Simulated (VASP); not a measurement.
A run of VASP 6.6.1 is set up as follows.

INCAR

```
SYSTEM = MgPtS3
  PREC = Accurate
  ENCUT = 600
  EDIFF = 1E-6
  ISMEAR = 0
  SIGMA = 0.15
  LREAL = .FALSE.
  LASPH = .TRUE.
  NELM = 120
  ALGO = Normal
  ISIF = 2
  LWAVE = .FALSE.
  LCHARG = .FALSE.
  GGA = PE
  NBANDS = 23
  GGA_COMPAT = .FALSE.
```

Contents of KPOINTS:

```
regular mesh
0
G
  3 3 3
  0 0 0
```

POSCAR

```
MgPtS3
1.0
    5.2841332782      0.0000000029      0.0000000000
   -2.6420666416      4.5761936545      0.0000000000
    0.0000000000      0.0000000000      4.9800740888
Mg Pt S
1 1 3
Direct
    0.0000000000      0.0000000000      0.0000000000
    0.0000000000      0.0000000000      0.5000000000
    0.5000000000      0.0000000000      0.0000000000
    0.0000000000      0.5000000000      0.0000000000
    0.5000000000      0.5000000000      0.0000000000
```

Potentials or basis: VASP PAW PBE potentials, release 64 (Mg, Pt, S).

Launch:

```console
$ cat potpaw_PBE.64/Mg/POTCAR potpaw_PBE.64/Pt/POTCAR potpaw_PBE.64/S/POTCAR > POTCAR
$ mpirun -np 1 vasp_std > vasp.out
```

**Question.** Predict the band gap on the k mesh.

**Answer.** Zero (band 15 reaches 2.64 eV, above the bottom of band 16 at 2.31 eV).

**Question.** Predict the pressure.

**Answer.** 0.1 GPa.

Stress tensor (GPa, compression positive):
```
-0.11  0.00  0.00
 0.00 -0.11  0.00
 0.00  0.00  0.38
```

Caveat: the k points lie up to 0.46 Å⁻¹ apart; spin-orbit coupling is left out, which moves the levels of the heavy elements.
